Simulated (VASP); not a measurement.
# ScTeI4 (P6/mmm) in VASP: further runs

ScTeI4 is run at these levels: PBE; tasks: single point, relaxation of cell and atoms.

Everything below comes from runs of VASP 6.6.1. Logs are shortened: lines on timing, memory, paths and dates and some standing lists are left out, and cuts for length are marked.

### 1 The cell of the first run

Symmetry: P6/mmm, No. 191, hexagonal system. The conventional cell has a = 7.080 Å, b = 7.080 Å, c = 5.771 Å, α = 90.00°, β = 90.00°, γ = 120.00°. Within 3.8 Å of Sc (site symmetry 6/mmm) lie 2 Te at 2.89 Å. Te (site symmetry 6/mmm) has 2 Sc at 2.89 Å within 3.8 Å. Within 3.8 Å of I (site symmetry 3m) lie 2 I at 2.87 to 2.90 Å.

The cell was built from a structure type or drawn by symmetry, and may not be a known phase.

### 2 Single point, PBE

File INCAR:

```
SYSTEM = ScTeI4
  PREC = Accurate
  ENCUT = 520
  EDIFF = 1E-6
  ISMEAR = 0
  SIGMA = 0.1
  LREAL = .FALSE.
  LASPH = .TRUE.
  NELM = 80
  ALGO = Normal
  ISIF = 2
  LWAVE = .FALSE.
  LCHARG = .TRUE.
  GGA = PE
  LELF = .TRUE.
  LVHAR = .TRUE.
  NBANDS = 32
```

File KPOINTS:

```
regular mesh
0
G
  3 3 4
  0 0 0
```

File POSCAR:

```
ScTeI4
1.0
    7.0800815309      0.0000000000      0.0000000000
   -3.5400407654      6.1315304666      0.0000000000
    0.0000000000      0.0000000000      5.7711295973
Sc Te I
1 1 4
Direct
    0.0000000000      0.0000000000      0.5000000000
    0.0000000000      0.0000000000      0.0000000000
    0.3333333333      0.6666666667      0.7514044561
    0.3333333333      0.6666666667      0.2485955439
    0.6666666667      0.3333333333      0.7514044561
    0.6666666667      0.3333333333      0.2485955439
```

Potentials or basis: VASP PAW PBE potentials, release 64 (Sc_sv, Te, I).

On the command line:

```
$ cat potpaw_PBE.64/Sc_sv/POTCAR potpaw_PBE.64/Te/POTCAR potpaw_PBE.64/I/POTCAR > POTCAR
$ mpirun -np 1 vasp_std > vasp.out
```

OUTCAR:

```text
SYSTEM = ScTeI4
   PREC = Accurate
   ENCUT = 520
   EDIFF = 1E-6
   ISMEAR = 0
   LREAL = .FALSE.
   LASPH = .TRUE.
   NELM = 80
   ISIF = 2
   GGA = PE

 ion  position               nearest neighbor table
   1  0.000  0.000  0.500-   2 2.89   2 2.89
   2  0.000  0.000  0.000-   1 2.89   1 2.89
   3  0.333  0.667  0.751-   4 2.87   4 2.90
   4  0.333  0.667  0.249-   3 2.87   3 2.90
   5  0.667  0.333  0.751-   6 2.87   6 2.90
   6  0.667  0.333  0.249-   5 2.87   5 2.90

  LATTYP: Found a hexagonal cell.
 ALAT       =     7.0800815309
 C/A-ratio  =     0.8151219124

  Lattice vectors:

 A1 = (   7.0800815309,   0.0000000000,   0.0000000000)
 A2 = (  -3.5400407654,   6.1315304666,   0.0000000000)
 A3 = (   0.0000000000,   0.0000000000,   5.7711295973)

Analysis of symmetry for initial positions (statically):
=====================================================================
 Subroutine PRICEL returns:
 Original cell was already a primitive cell.

 Routine SETGRP: Setting up the symmetry group for a
 hexagonal supercell.

 Subroutine GETGRP returns: Found 24 space group operations
 (whereof 24 operations were pure point group operations)
 out of a pool of 24 trial point group operations.

The static configuration has the point symmetry D_6h.

Analysis of symmetry for dynamics (positions and initial velocities):
=====================================================================
 Subroutine PRICEL returns:
 Original cell was already a primitive cell.

 Routine SETGRP: Setting up the symmetry group for a
 hexagonal supercell.

 Subroutine GETGRP returns: Found 24 space group operations
 (whereof 24 operations were pure point group operations)
 out of a pool of 24 trial point group operations.

The dynamic configuration has the point symmetry D_6h.

 Subroutine INISYM returns: Found 24 space group operations
 (whereof 24 operations are pure point group operations),
 and found     1 'primitive' translations

----------------------------------------------------------------------------------------

                                     Primitive cell

  volume of cell :     250.5348

  direct lattice vectors                    reciprocal lattice vectors
     7.080081531  0.000000000  0.000000000     0.141241311  0.081545709  0.000000000
    -3.540040765  6.131530467  0.000000000     0.000000000  0.163091418  0.000000000
     0.000000000  0.000000000  5.771129597     0.000000000  0.000000000  0.173276303

  length of vectors
     7.080081531  7.080081531  5.771129597     0.163091418  0.163091418  0.173276303

  position of ions in fractional coordinates (direct lattice)
     0.000000000  0.000000000  0.500000000
     0.000000000  0.000000000  0.000000000
     0.333333333  0.666666667  0.751404456
     0.333333333  0.666666667  0.248595544
     0.666666667  0.333333333  0.751404456
     0.666666667  0.333333333  0.248595544

  ion indices of the primitive-cell ions
   primitive index   ion index
                 1           1
                 2           2
                 3           3
                 4           4
                 5           5
                 6           6

----------------------------------------------------------------------------------------

 KPOINTS: regular mesh

Automatic generation of k-mesh.
 Grid dimensions read from file:
 generate k-points for:    3    3    4

 Generating k-lattice:

  Cartesian coordinates                     Fractional coordinates (reciprocal lattice)
     0.047080437  0.027181903  0.000000000     0.333333333  0.000000000  0.000000000
     0.000000000  0.054363806  0.000000000     0.000000000  0.333333333  0.000000000
     0.000000000  0.000000000  0.043319076     0.000000000  0.000000000  0.250000000

  Length of vectors
     0.054363806  0.054363806  0.043319076

  Shift w.r.t. Gamma in fractional coordinates (k-lattice)
     0.000000000  0.000000000  0.000000000

 Subroutine IBZKPT returns following result:
 ===========================================

 Found      9 irreducible k-points:

 Following reciprocal coordinates:
            Coordinates               Weight
  0.000000  0.000000  0.000000      1.000000
  0.333333 -0.000000  0.000000      6.000000
  0.333333  0.333333  0.000000      2.000000
  0.000000  0.000000  0.250000      2.000000
  0.333333 -0.000000  0.250000     12.000000
  0.333333  0.333333  0.250000      4.000000
  0.000000  0.000000  0.500000      1.000000
  0.333333 -0.000000  0.500000      6.000000
  0.333333  0.333333  0.500000      2.000000
   k-points           NKPTS =      9   k-points in BZ     NKDIM =      9   number of bands    NBANDS=     32
   number of dos      NEDOS =    301   number of ions     NIONS =      6
   total plane-waves  NPLWV = 139968
   dimension x,y,z NGX =    54 NGY =   54 NGZ =   48
   dimension x,y,z NGXF=   108 NGYF=  108 NGZF=   96
   ions per type =               1   1   4
   NGX,Y,Z   is equivalent  to a cutoff of  12.68, 12.68, 13.83 a.u.
   NGXF,Y,Z  is equivalent  to a cutoff of  25.36, 25.36, 27.65 a.u.
 SYSTEM =  ScTeI4
   PREC   = accura    normal or accurate (medium, high low for compatibility)
   ISTART =      0    job   : 0-new  1-cont  2-samecut
   ICHARG =      2    charge: 1-file 2-atom 10-const
   ISPIN  =      1    spin polarized calculation?
   LNONCOLLINEAR =      F non collinear calculations
   LSORBIT =      F    spin-orbit coupling
   LASPH  =      T    aspherical Exc in radial PAW
   ENCUT  =  520.0 eV  38.22 Ry    6.18 a.u.  13.16 13.16 10.73*2*pi/ulx,y,z
   NELM   =     80;   NELMIN=  2; NELMDL= -5     # of ELM steps
   EDIFF  = 0.1E-05   stopping-criterion for ELM
   LREAL  =      F    real-space projection
   EDIFFG = 0.1E-04   stopping-criterion for IOM
   NSW    =      0    number of steps for IOM
   IBRION =     -1    ionic relax: 0-MD 1-quasi-New 2-CG
   NFREE  =      0    steps in history (QN), initial steepest desc. (CG)
   ISIF   =      2    stress and relaxation
   ISYM   =      2    0-nonsym 1-usesym 2-fastsym
   POTIM  = 0.5000    time-step for ionic-motion
   TEBEG  =    0.0;   TEEND  =   0.0 temperature during run
   PSTRESS=    0.0 pullay stress
   NELECT =      45.0000    total number of electrons
   NUPDOWN=      -1.0000    fix difference up-down
   EMIN   =  10.00;   EMAX   =-10.00  energy-range for DOS
   EFERMI =   0.00;   METHOD = LEGACY
   ISMEAR =     0;   SIGMA  =   0.10  broadening in eV -4-tet -1-fermi 0-gaus
   EFERMI_NEDOS =   21; number of points for ismear=-14 and -15
   IALGO  =     38    algorithm
   IMIX   =      4    mixing-type and parameters
     AMIX     =   0.40;   BMIX     =  1.00
     AMIX_MAG =   1.60;   BMIX_MAG =  1.00
  volume/ion in A,a.u.               =      41.76       281.78
  Fermi-wavevector in a.u.,A,eV,Ry     =   0.923683  1.745508 11.608362  0.853191
  Thomas-Fermi vector in A             =   2.049347
   LORBIT       =      0    0 simple, 1 ext, 2 COOP (PROOUT), +10 PAW based schemes
   GGA     = PE    functional components
   LHFCALC =     F    Hartree Fock is set to
   AEXX    =    0.0000 exact exchange contribution
   IVDW    =     0    specifies the selected vdW correction
   LEPSILON=     F    determine dielectric tensor
   LRPA    =     F    only Hartree local field effects (RPA)
 non-spin polarized calculation
 Gauss-broadening in eV      SIGMA  =   0.10
  energy-cutoff  :      520.00
  volume of cell :      250.53
 maximum number of plane-waves:      6762
 NGX is ok and might be reduce to    54
   NGX = 27   NGY = 27   NGZ = 21

 number of electron      45.0000008 magnetization

 Free energy of the ion-electron system (eV)
  ---------------------------------------------------
  ext. energy  EPLUGINS =         0.00000000
  ---------------------------------------------------
  free energy    TOTEN  =       -15.63390555 eV

  energy without entropy =      -15.63238391  energy(sigma->0) =      -15.63314473

 E-fermi :   3.0746     XC(G=0):  -7.9925

 val. band max:        2.9479818111   @ k =   0.3333   0.3333   0.0000
 cond. band min:       3.2611361363   @ k =   0.3333   0.3333   0.0000
 fundamental gap:      0.3131543252
 Fermi energy:         3.0745988223

 k-point     1 :       0.0000    0.0000    0.0000
  band No.  band energies     occupation
      1     -48.6111      2.00000
      2     -27.3645      2.00000
      3     -27.3645      2.00000
      4     -26.8175      2.00000
      5     -10.8519      2.00000
      6     -10.5298      2.00000
[... 24 lines left out ...]
     31       7.3106      0.00000
     32       7.3106      0.00000

 k-point     2 :       0.3333   -0.0000    0.0000
  band No.  band energies     occupation
      1     -48.6111      2.00000
      2     -27.3645      2.00000
      3     -27.3645      2.00000
      4     -26.8175      2.00000
      5     -10.7841      2.00000
      6     -10.5999      2.00000
[... 24 lines left out ...]
     31       6.8533      0.00000
     32       6.9322      0.00000

 k-point     3 :       0.3333    0.3333    0.0000
  band No.  band energies     occupation
      1     -48.6111      2.00000
      2     -27.3645      2.00000
      3     -27.3645      2.00000
      4     -26.8176      2.00000
      5     -10.6924      2.00000
      6     -10.6924      2.00000
[... 24 lines left out ...]
     31       7.2258      0.00000
     32       7.2258      0.00000

 k-point     4 :       0.0000    0.0000    0.2500
  band No.  band energies     occupation
      1     -48.6112      2.00000
      2     -27.3645      2.00000
      3     -27.3645      2.00000
      4     -26.8173      2.00000
      5     -10.5975      2.00000
      6     -10.2759      2.00000
[... 24 lines left out ...]
     31       7.1613      0.00000
     32       7.1613      0.00000

 k-point     5 :       0.3333   -0.0000    0.2500
  band No.  band energies     occupation
      1     -48.6112      2.00000
      2     -27.3645      2.00000
      3     -27.3645      2.00000
      4     -26.8173      2.00000
      5     -10.5298      2.00000
      6     -10.3459      2.00000
[... 24 lines left out ...]
     31       6.7317      0.00000
     32       7.0910      0.00000

 k-point     6 :       0.3333    0.3333    0.2500
  band No.  band energies     occupation
      1     -48.6112      2.00000
      2     -27.3645      2.00000
      3     -27.3645      2.00000
      4     -26.8173      2.00000
      5     -10.4383      2.00000
      6     -10.4383      2.00000
[... 24 lines left out ...]
     31       7.2237      0.00000
     32       7.2237      0.00000

 k-point     7 :       0.0000    0.0000    0.5000
  band No.  band energies     occupation
      1     -48.6112      2.00000
      2     -27.3644      2.00000
      3     -27.3644      2.00000
      4     -26.8171      2.00000
      5      -9.8817      2.00000
      6      -9.8429      2.00000
[... 24 lines left out ...]
     31       6.7840      0.00000
     32       7.9760      0.00000

 k-point     8 :       0.3333   -0.0000    0.5000
  band No.  band energies     occupation
      1     -48.6112      2.00000
      2     -27.3644      2.00000
      3     -27.3644      2.00000
      4     -26.8171      2.00000
      5      -9.8131      2.00000
      6      -9.7772      2.00000
[... 24 lines left out ...]
     31       6.8350      0.00000
     32       8.7127      0.00000

 k-point     9 :       0.3333    0.3333    0.5000
  band No.  band energies     occupation
      1     -48.6112      2.00000
      2     -27.3645      2.00000
      3     -27.3645      2.00000
      4     -26.8171      2.00000
      5      -9.7218      2.00000
      6      -9.7218      2.00000
[... 24 lines left out ...]
     31       6.8757      0.00000
     32       8.5931      0.00000

------------------------ aborting loop because EDIFF is reached ----------------------------------------

  FORCE on cell =-STRESS in cart. coord.  units (eV):
  Direction    XX          YY          ZZ          XY          YZ          ZX
  --------------------------------------------------------------------------------------
  -------------------------------------------------------------------------------------
  Total        0.1365879      0.1365879      0.0365257      0.0000000     -0.0000000      0.0000000
  in kB        0.8734841      0.8734841      0.2335829      0.0000000     -0.0000000      0.0000000
  external PRESSURE =       0.6601837 kB  Pullay stress =       0.0000000 kB

 VOLUME and BASIS-vectors are now :
 -----------------------------------------------------------------------------
  energy-cutoff  :      520.00
  volume of cell :      250.53
      direct lattice vectors                 reciprocal lattice vectors
     7.080081531  0.000000000  0.000000000     0.141241311  0.081545709  0.000000000
    -3.540040765  6.131530467  0.000000000     0.000000000  0.163091418  0.000000000
     0.000000000  0.000000000  5.771129597     0.000000000  0.000000000  0.173276303

 POSITION                                       TOTAL-FORCE (eV/Angst)
 -----------------------------------------------------------------------------------
      0.00000      0.00000      2.88556        -0.000000      0.000000      0.000000
      0.00000      0.00000      0.00000        -0.000000      0.000000      0.000000
     -0.00000      4.08769      4.33645        -0.000000     -0.000000      0.014426
     -0.00000      4.08769      1.43468        -0.000000     -0.000000     -0.014426
      3.54004      2.04384      4.33645         0.000000      0.000000      0.014426
      3.54004      2.04384      1.43468         0.000000      0.000000     -0.014426
 -----------------------------------------------------------------------------------
    total drift:                               -0.000000      0.000000      0.000000

  FREE ENERGIE OF THE ION-ELECTRON SYSTEM (eV)
  ---------------------------------------------------
  free  energy   TOTEN  =       -15.6339055538 eV

  energy  without entropy=      -15.6323839118  energy(sigma->0) =      -15.63314473
```

Wall time 72 s (1 thread of AMD EPYC 9R45 (Zen 5), shared host); peak memory 0.37 GiB.

Results:

| Property | Result |
| --- | --- |
| Free energy | -15.6339 eV |
| Pressure | 0.1 GPa |
| Largest force | 0.014 eV/Å |
| Band gap on the k mesh | zero (an odd number of electrons rules out a gap without spin polarisation) |

Forces in eV/Å, atoms in the order of the input:
```
Sc   0.000  0.000  0.000
Te   0.000  0.000  0.000
I    0.000  0.000  0.014
I    0.000  0.000 -0.014
I    0.000  0.000  0.014
I    0.000  0.000 -0.014
```

Caveat: spin-orbit coupling is left out, which moves the levels of the heavy elements; an odd number of electrons without spin polarisation forces a metal; a magnetic or distorted state may lie lower.

### 3 Single point, PBE

This run uses another cell than the first one, of 32.30 Å³/atom.

File INCAR:

```
SYSTEM = ScTeI4
PREC = Accurate ; ENCUT = 520
EDIFF = 1E-6 ; ISMEAR = 0
SIGMA = 0.1 ; LREAL = .False.
LASPH = .True. ; NELM = 60
ALGO = Normal ; ISIF = 2
LWAVE = .False. ; LCHARG = .False.
GGA = PE ; NBANDS = 32
```

File KPOINTS:

```
regular mesh
0
Gamma
  6 6 2
  0 0 0
```

File POSCAR:

```
ScTeI4
1.0
    4.7313677700      0.0000000000      0.0000000000
   -2.3656838900      4.0974846800      0.0000000000
    0.0000000000      0.0000000000      9.9962935800
Sc Te I
1 1 4
Direct
    0.0000000000      0.0000000000      0.5000000000
    0.0000000000      0.0000000000      0.0000000000
    0.3333333300      0.6666666700      0.7438020100
    0.3333333300      0.6666666700      0.2561979900
    0.6666666700      0.3333333300      0.7438020100
    0.6666666700      0.3333333300      0.2561979900
```

Potentials or basis: VASP PAW PBE potentials, release 64 (Sc_sv, Te, I).

On the command line:

```
$ cat potpaw_PBE.64/Sc_sv/POTCAR potpaw_PBE.64/Te/POTCAR potpaw_PBE.64/I/POTCAR > POTCAR
$ mpirun -np 1 vasp_std > vasp.out
```

Wall time 2.1 min (1 thread of AMD EPYC 9R45 (Zen 5), shared host); peak memory 0.32 GiB.

Results (log left out):

| Quantity | Value |
| --- | --- |
| Free energy | -8.2958 eV |
| Pressure | 11.7 GPa |
| Largest force | 0.739 eV/Å |
| Band gap on the k mesh | zero (an odd number of electrons rules out a gap without spin polarisation) |

Forces on the atoms (eV/Å):
```
Sc   0.000  0.000  0.000
Te   0.000  0.000  0.000
I    0.000  0.000 -0.739
I    0.000  0.000  0.739
I    0.000  0.000 -0.739
I    0.000  0.000  0.739
```

Stress tensor (GPa, compression positive):
```
20.17  0.00  0.00
 0.00 20.17  0.00
 0.00  0.00 -5.20
```

Levels at points of the mesh, in eV from the Fermi level:
```tsv
k point	band 19	band 20	band 21	band 22	band 23	band 24	band 25	band 26
(0.00, 0.00, 0.00)	-2.09	-1.45	-1.03	-0.37	-0.29	0.12	0.12	0.44
(0.50, 0.00, 0.00)	-0.45	-0.19	-0.07	0.02	0.30	0.33	0.34	0.71
(0.00, 0.00, 0.50)	-1.88	-1.33	-1.17	-1.10	-0.08	0.06	0.06	0.12
(0.50, 0.00, 0.50)	-0.49	-0.41	-0.01	0.09	0.30	0.44	0.46	0.76
```

Caveat: the cell stands under pressure; spin-orbit coupling is left out, which moves the levels of the heavy elements; an odd number of electrons without spin polarisation forces a metal; a magnetic or distorted state may lie lower.

### 4 Single point, PBE

This run uses another cell than the first one, of 35.44 Å³/atom.

File INCAR:

```
SYSTEM = ScTeI4
PREC = Accurate ; ENCUT = 520
EDIFF = 1E-7 ; ISMEAR = 0
SIGMA = 0.1 ; LREAL = .FALSE.
LASPH = .TRUE. ; NELM = 60
ALGO = Normal ; ISIF = 2
LWAVE = .FALSE. ; LCHARG = .FALSE.
GGA = PE ; NBANDS = 32
```

File KPOINTS:

```
regular mesh
0
G
  6 6 2
  0 0 0
```

File POSCAR:

```
ScTeI4
1.0
    6.3947193350      0.0000000039      0.0000000000
   -3.1973596709      5.5379893922      0.0000000000
    0.0000000000      0.0000000000      6.0051638215
Sc Te I
1 1 4
Direct
    0.0000000000      0.0000000000      0.5000000000
    0.0000000000      0.0000000000      0.0000000000
    0.3333333333      0.6666666667      0.7489926743
    0.3333333333      0.6666666667      0.2510073257
    0.6666666667      0.3333333333      0.7489926743
    0.6666666667      0.3333333333      0.2510073257
```

On the command line:

```
$ cat potpaw_PBE.64/Sc_sv/POTCAR potpaw_PBE.64/Te/POTCAR potpaw_PBE.64/I/POTCAR > POTCAR
$ mpirun -np 1 vasp_std > vasp.out
```

It took 2 min on 1 thread of AMD EPYC 9R45 (Zen 5), shared host; peak memory 0.34 GiB.

Results (log left out):

```yaml
Free_energy: -15.7369 eV
Pressure: 0.1 GPa
Largest_force: 0.004 eV/Å
Band_gap_on_the_k_mesh: zero (an odd number of electrons rules out a gap without spin polarisation)
```

Forces in eV/Å, atoms in the order of the input:
```
Sc   0.000  0.000  0.000
Te   0.000  0.000  0.000
I    0.000  0.000  0.004
I    0.000  0.000 -0.004
I    0.000  0.000  0.004
I    0.000  0.000 -0.004
```

Stress tensor (GPa, compression positive):
```
 0.22  0.00  0.00
 0.00  0.22  0.00
 0.00  0.00 -0.05
```

Levels at points of the mesh, in eV from the Fermi level:
```tsv
k point	band 19	band 20	band 21	band 22	band 23	band 24	band 25	band 26
(0.00, 0.00, 0.00)	-0.85	-0.85	0.14	0.14	0.53	0.53	0.69	0.92
(0.50, 0.00, 0.00)	-0.62	-0.38	-0.35	-0.02	0.36	0.57	0.58	0.65
(0.00, 0.00, 0.50)	-1.81	-1.81	-1.69	-1.55	0.36	0.36	0.64	0.64
(0.50, 0.00, 0.50)	-1.82	-1.82	-1.31	-0.98	-0.46	-0.37	0.40	0.71
```

Caveat: the k points lie up to 0.52 Å⁻¹ apart, too coarse for converged energies and pressures of a metal; spin-orbit coupling is left out, which moves the levels of the heavy elements; an odd number of electrons without spin polarisation forces a metal; a magnetic or distorted state may lie lower.

[end of part 1 of 2]
